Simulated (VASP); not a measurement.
# CoPtO2 (R-3m) in VASP: notebook, part 2 of 2

VASP 6.6.1. Earlier steps stand in the parts before.

## Step 5: Relaxation of shape and atoms at fixed volume, PBEsol (9.78 Å³/atom)

INCAR reads:

```
SYSTEM = CoPtO2
  PREC = Accurate
  ENCUT = 600
  EDIFF = 1E-6
  ISMEAR = 0
  SIGMA = 0.1
  LREAL = .FALSE.
  LASPH = .TRUE.
  NELM = 60
  ALGO = Normal
  ISIF = 4
  LWAVE = .FALSE.
  LCHARG = .FALSE.
  GGA = PS
  IBRION = 2
  NSW = 50
  EDIFFG = -0.01
```

KPOINTS reads:

```
regular mesh
0
G
  18 18 18
  0 0 0
```

POSCAR reads:

```
CoPtO2
1.0
    1.3908977467      0.8030351884      5.8392845179
   -1.3908977467      0.8030351884      5.8392845179
    0.0000000000     -1.6060703769      5.8392845179
Co Pt O
1 1 2
Direct
    0.5000000000      0.5000000000      0.5000000000
    0.0000000000      0.0000000000      0.0000000000
    0.8877632707      0.8877632707      0.8877632707
    0.1122367293      0.1122367293      0.1122367293
```

Potentials or basis: VASP PAW PBE potentials, release 64 (Co, Pt, O).

Launch:

```sh
$ cat potpaw_PBE.64/Co/POTCAR potpaw_PBE.64/Pt/POTCAR potpaw_PBE.64/O/POTCAR > POTCAR
$ mpirun -np 1 vasp_std > vasp.out
```

OUTCAR:

```text
SYSTEM = CoPtO2
   PREC = Accurate
   ENCUT = 600
   EDIFF = 1E-6
   ISMEAR = 0
   LREAL = .FALSE.
   LASPH = .TRUE.
   NELM = 60
   ISIF = 4
   GGA = PS
   IBRION = 2
   NSW = 50
   EDIFFG = -0.01

 ion  position               nearest neighbor table
   1  0.500  0.500  0.500-   4 1.87   3 1.87   4 1.87   4 1.87   3 1.87   3 1.87
   2  0.000  0.000  0.000-   3 1.97   4 1.97
   3  0.888  0.888  0.888-   1 1.87   1 1.87   1 1.87   2 1.97
   4  0.112  0.112  0.112-   1 1.87   1 1.87   1 1.87   2 1.97

  LATTYP: Found a trigonal (rhomboedric) cell.
 ALAT       =     6.0561296004
 COS(alpha) =     0.8945054359

  Lattice vectors:

[... 334 lines left out ...]

 number of electron      31.0000002 magnetization

 Free energy of the ion-electron system (eV)
  ---------------------------------------------------
  ext. energy  EPLUGINS =         0.00000000
  ---------------------------------------------------
  free energy    TOTEN  =       -28.71731407 eV

  energy without entropy =      -28.71449484  energy(sigma->0) =      -28.71590445

 E-fermi :   9.3986     XC(G=0): -13.2154

 val. band max:        9.3651444867   @ k =  -0.3333  -0.3333   0.1111
 cond. band min:       9.5080048768   @ k =  -0.2778  -0.2778   0.2222
 fundamental gap:      0.1428603901
 Fermi energy:         9.3985980559

 k-point     1 :       0.0000    0.0000    0.0000
  band No.  band energies     occupation
      1     -12.6825      2.00000
      2     -10.6145      2.00000
      3      -0.8915      2.00000
      4       1.8195      2.00000
      5       2.4706      2.00000
      6       2.4706      2.00000
[... 505 lines left out ...]
      6       2.8547      2.00000
[... 11 lines left out ...]
     18      10.8186      0.00000
     19      12.9010      0.00000

 [... further k-points ...]
[... 5 lines left out ...]
  --------------------------------------------------------------------------------------
  -------------------------------------------------------------------------------------
  Total        2.0500380      2.0500380      2.0412173      0.0000000     -0.0000000      0.0000000
  in kB       83.9328210     83.9328210     83.5716829      0.0000000     -0.0000000      0.0000000
  external PRESSURE =      83.8124416 kB  Pullay stress =       0.0000000 kB
[... 19 lines left out ...]
  FREE ENERGIE OF THE ION-ELECTRON SYSTEM (eV)
  ---------------------------------------------------
  free  energy   TOTEN  =       -28.7173140653 eV

  energy  without entropy=      -28.7144948363  energy(sigma->0) =      -28.71590445

 reached required accuracy - stopping structural energy minimisation
```

OSZICAR:

```text
N       E                     dE             d eps       ncg     rms          rms(c)
DAV:   1     0.284911966787E+03    0.28491E+03   -0.17326E+04 22200   0.204E+03
DAV:   2    -0.268041675863E+01   -0.28759E+03   -0.27058E+03 23516   0.440E+02
DAV:   3    -0.326567340740E+02   -0.29976E+02   -0.28444E+02 25605   0.154E+02
[... 43 lines left out ...]
DAV:   1    -0.287172867597E+02   -0.47333E-04   -0.29992E-02 22040   0.145E+00    0.749E-02
DAV:   2    -0.287173331782E+02   -0.46418E-04   -0.67659E-04 26963   0.334E-01    0.619E-02
DAV:   3    -0.287173237756E+02    0.94026E-05   -0.92767E-05 25535   0.271E-01    0.405E-02
DAV:   4    -0.287173148541E+02    0.89215E-05   -0.23217E-05 28198   0.138E-01    0.188E-02
DAV:   5    -0.287173140653E+02    0.78881E-06   -0.25854E-06 15129   0.358E-02
   5 F= -.28717314E+02 E0= -.28715904E+02  d E =-.581544E-03
```

Wall time 47 min (1 thread of Intel Xeon 6975P-C (Granite Rapids), shared host); peak memory 0.86 GiB.

What came out:

| Quantity | Value |
| --- | --- |
| Free energy | -28.7173 eV |
| Energy gained by relaxing | 0.8 meV/atom |
| Ionic steps | 5 |
| Pressure after relaxing | 8.4 GPa |
| Band gap on the k mesh | zero (an odd number of electrons rules out a gap without spin polarisation) |

The path:
```csv
step,energy change (eV),largest force (eV/Å),pressure (GPa),volume (Å³)
1,0.0000,0.0368,9.09,39.13
2,-0.0021,0.1657,8.29,39.13
3,-0.0025,0.1307,8.54,39.13
4,-0.0030,0.0463,8.36,39.13
5,-0.0031,0.0000,8.38,39.13
```

Final structure:
```cif
data_structure
_symmetry_space_group_name_H-M 'P 1'
_symmetry_Int_Tables_number 1
_cell_length_a 6.0898
_cell_length_b 6.0898
_cell_length_c 6.0898
_cell_angle_alpha 26.322
_cell_angle_beta 26.322
_cell_angle_gamma 26.322
_cell_volume 39.13
loop_
_atom_site_label
_atom_site_type_symbol
_atom_site_fract_x
_atom_site_fract_y
_atom_site_fract_z
_atom_site_occupancy
Co1 Co 0.50000 0.50000 0.50000 1
Pt1 Pt 0.00000 0.00000 0.00000 1
O1 O 0.88810 0.88810 0.88810 1
O2 O 0.11190 0.11190 0.11190 1
```

Caveat: the PAW data sets were made with another functional, which shifts forces and pressure a little; spin-orbit coupling is left out, which moves the levels of the heavy elements; an odd number of electrons without spin polarisation forces a metal; a magnetic or distorted state may lie lower; the run has no spin polarisation, though such a crystal can be magnetic; semilocal functionals often make such compounds metallic where correlation or magnetic order opens a gap, which also shifts bond lengths.

## Step 6: Summary

```tsv
task	cell	k mesh	cutoff (eV)	gap on the mesh (eV)	pressure (GPa)
single point	a = 2.698, b = 2.698, c = 18.121 Å, angles 90.0, 90.0, 120.0°, 12 atoms, atomic positions A	12 × 12 × 2	520	none	15.5
single point	a = 2.698, b = 2.698, c = 18.137 Å, angles 90.0, 90.0, 120.0°, 12 atoms, atomic positions B	12 × 12 × 2	520	none	14.5
single point	a = 2.754, b = 2.754, c = 17.923 Å, angles 90.0, 90.0, 120.0°, 12 atoms, atomic positions A	12 × 12 × 2	520	none	6.5
relaxation of shape and atoms at fixed volume	relaxed from a = 6.056 Å, angles 26.6°, 4 atoms, atomic positions C	18 × 18 × 18	600	none	8.4
```

Alike in all rows: level PBEsol; potentials or basis VASP PAW PBE potentials, release 64 (Co, Pt, O); no spin polarisation; smearing gaussian 0.1 eV.

Caveats: the PAW data sets were made with another functional, which shifts forces and pressure a little; spin-orbit coupling is left out, which moves the levels of the heavy elements; an odd number of electrons without spin polarisation forces a metal; a magnetic or distorted state may lie lower; the run has no spin polarisation, though such a crystal can be magnetic; semilocal functionals often make such compounds metallic where correlation or magnetic order opens a gap, which also shifts bond lengths; the stress differs along the axes, from 1 to 23 GPa (at least some runs).

Absolute energies hang on the potentials; compare differences alone.

The gap in the log of VASP goes by the Fermi energy; the results here count the filled bands.